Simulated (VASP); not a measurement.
# LaPb3 (Pm-3m) in VASP: further runs, part 2 of 2

VASP 6.6.1. Earlier steps stand in the parts before.

### 5 Single point, LDA

Contents of INCAR:

```
SYSTEM = LaPb3
PREC = Accurate
ENCUT = 520
EDIFF = 1E-6
ISMEAR = 0
SIGMA = 0.025
LREAL = .False.
LASPH = .True.
NELM = 80
ALGO = Normal
ISIF = 2
LWAVE = .False.
LCHARG = .False.
GGA = CA
NBANDS = 34
```

Contents of KPOINTS:

```
Automatic mesh
0
Gamma
  5 5 5
  0 0 0
```

Contents of POSCAR:

```
LaPb3
1.0
    4.8930000000      0.0000000000      0.0000000000
    0.0000000000      4.8930000000      0.0000000000
    0.0000000000      0.0000000000      4.8930000000
La Pb
1 3
Direct
    0.0000000000      0.0000000000      0.0000000000
    0.0000000000      0.5000000000      0.5000000000
    0.5000000000      0.0000000000      0.5000000000
    0.5000000000      0.5000000000      0.0000000000
```

Potentials or basis: VASP PAW LDA potentials, release 64 (La, Pb_d).

Started as:

```
$ cat potpaw_LDA.64/La/POTCAR potpaw_LDA.64/Pb_d/POTCAR > POTCAR
$ mpirun -np 1 vasp_std > vasp.out
```

OUTCAR:

```text
SYSTEM = LaPb3
   PREC = Accurate
   ENCUT = 520
   EDIFF = 1E-6
   ISMEAR = 0
   LREAL = .False.
   LASPH = .True.
   NELM = 80
   ISIF = 2
   GGA = CA

 ion  position               nearest neighbor table
   1  0.000  0.000  0.000-   2 3.46   3 3.46   4 3.46   2 3.46   3 3.46   2 3.46   4 3.46   2 3.46
                             3 3.46   4 3.46   3 3.46   4 3.46
   2  0.000  0.500  0.500-   1 3.46   3 3.46   4 3.46   1 3.46   4 3.46   1 3.46   3 3.46   1 3.46
                             3 3.46   4 3.46   4 3.46   3 3.46
   3  0.500  0.000  0.500-   1 3.46   2 3.46   4 3.46   1 3.46   4 3.46   2 3.46   4 3.46   4 3.46
                             1 3.46   2 3.46   1 3.46   2 3.46
   4  0.500  0.500  0.000-   1 3.46   2 3.46   3 3.46   2 3.46   3 3.46   1 3.46   3 3.46   3 3.46
                             1 3.46   2 3.46   2 3.46   1 3.46

  LATTYP: Found a simple cubic cell.
 ALAT       =     4.8930000000

  Lattice vectors:

 A1 = (   4.8930000000,   0.0000000000,   0.0000000000)
 A2 = (   0.0000000000,   4.8930000000,   0.0000000000)
 A3 = (   0.0000000000,   0.0000000000,   4.8930000000)

Analysis of symmetry for initial positions (statically):
=====================================================================
 Subroutine PRICEL returns:
 Original cell was already a primitive cell.
[... 163 lines left out ...]
 fundamental gap:      0.3460036836
 Fermi energy:         7.9044423158

 k-point     1 :       0.0000    0.0000    0.0000
  band No.  band energies     occupation
      1     -24.7088      2.00000
      2      -8.8306      2.00000
      3      -8.8306      2.00000
      4      -8.8306      2.00000
      5      -8.8106      2.00000
      6      -8.6711      2.00000
[... 359 lines left out ...]
     33       9.8468      0.00000
     34      10.7735      0.00000

------------------------ aborting loop because EDIFF is reached ----------------------------------------

  FORCE on cell =-STRESS in cart. coord.  units (eV):
  Direction    XX          YY          ZZ          XY          YZ          ZX
  --------------------------------------------------------------------------------------
  -------------------------------------------------------------------------------------
  Total       -1.4803779     -1.4803779     -1.4803779      0.0000000      0.0000000      0.0000000
  in kB      -20.2468535    -20.2468535    -20.2468535      0.0000000      0.0000000      0.0000000
  external PRESSURE =     -20.2468535 kB  Pullay stress =       0.0000000 kB

 VOLUME and BASIS-vectors are now :
 -----------------------------------------------------------------------------
  energy-cutoff  :      520.00
  volume of cell :      117.15
      direct lattice vectors                 reciprocal lattice vectors
     4.893000000  0.000000000  0.000000000     0.204373595  0.000000000  0.000000000
     0.000000000  4.893000000  0.000000000     0.000000000  0.204373595  0.000000000
     0.000000000  0.000000000  4.893000000     0.000000000  0.000000000  0.204373595

 POSITION                                       TOTAL-FORCE (eV/Angst)
 -----------------------------------------------------------------------------------
      0.00000      0.00000      0.00000         0.000000      0.000000      0.000000
      0.00000      2.44650      2.44650         0.000000      0.000000      0.000000
      2.44650      0.00000      2.44650         0.000000      0.000000      0.000000
      2.44650      2.44650      0.00000         0.000000      0.000000      0.000000
 -----------------------------------------------------------------------------------
    total drift:                                0.000000      0.000000      0.000000

  FREE ENERGIE OF THE ION-ELECTRON SYSTEM (eV)
  ---------------------------------------------------
  free  energy   TOTEN  =       -20.3827871963 eV

  energy  without entropy=      -20.3815001649  energy(sigma->0) =      -20.38214368
```

OSZICAR:

```text
N       E                     dE             d eps       ncg     rms          rms(c)
DAV:   1     0.624753057888E+03    0.62475E+03   -0.23070E+04   696   0.218E+03
DAV:   2     0.787570495885E+02   -0.54600E+03   -0.52584E+03   682   0.444E+02
DAV:   3    -0.140316445024E+02   -0.92789E+02   -0.91214E+02   830   0.228E+02
DAV:   4    -0.203666212338E+02   -0.63350E+01   -0.62357E+01  1076   0.644E+01
DAV:   5    -0.207221585850E+02   -0.35554E+00   -0.35449E+00  1272   0.121E+01    0.312E+00
DAV:   6    -0.204223634295E+02    0.29980E+00   -0.16775E+00  1082   0.132E+01    0.187E+00
DAV:   7    -0.203968590764E+02    0.25504E-01   -0.14245E-01  1038   0.329E+00    0.109E+00
DAV:   8    -0.203846262392E+02    0.12233E-01   -0.66054E-02  1092   0.183E+00    0.187E-01
DAV:   9    -0.203828322351E+02    0.17940E-02   -0.12304E-02  1088   0.146E+00    0.879E-02
DAV:  10    -0.203829133952E+02   -0.81160E-04   -0.25397E-03  1030   0.415E-01    0.463E-02
DAV:  11    -0.203827805984E+02    0.13280E-03   -0.72168E-04  1254   0.319E-01    0.721E-03
DAV:  12    -0.203827911651E+02   -0.10567E-04   -0.10377E-04   992   0.619E-02    0.925E-03
DAV:  13    -0.203827870686E+02    0.40965E-05   -0.19291E-05  1064   0.535E-02    0.248E-03
DAV:  14    -0.203827871963E+02   -0.12774E-06   -0.27676E-06   760   0.115E-02
   1 F= -.20382787E+02 E0= -.20382144E+02  d E =-.128703E-02
```

Wall time 73 s (1 thread of Intel Xeon 8259CL, shared host); peak memory 0.2 GiB.

Results:

* Free energy: -20.3828 eV
* Pressure: -2.0 GPa

Levels at points of the mesh, in eV from the Fermi level:
```tsv
k point	band 24	band 25	band 26	band 27	band 28	band 29
(0.00, 0.00, 0.00)	-2.11	-2.11	0.98	0.98	0.98	1.84
```

Caveat: spin-orbit coupling is left out, which moves the levels of the heavy elements.

### 6 Summary

```csv
smearing,gap on the mesh (eV),pressure (GPa)
gaussian 0.25 eV,none,-2.0
gaussian 0.15 eV,none,-2.0
gaussian 0.1 eV,none,-2.0
gaussian 0.025 eV,none,-2.0
```

Alike in all rows: task single point; level LDA; potentials or basis VASP PAW LDA potentials, release 64 (La, Pb_d); no spin polarisation; cell as given; k mesh 5 × 5 × 5; cutoff (eV) 520.

Every run on the cell as given and a fine mesh finds a metal.

Caveats: spin-orbit coupling is left out, which moves the levels of the heavy elements.

Absolute energies hang on the potentials; compare differences alone.
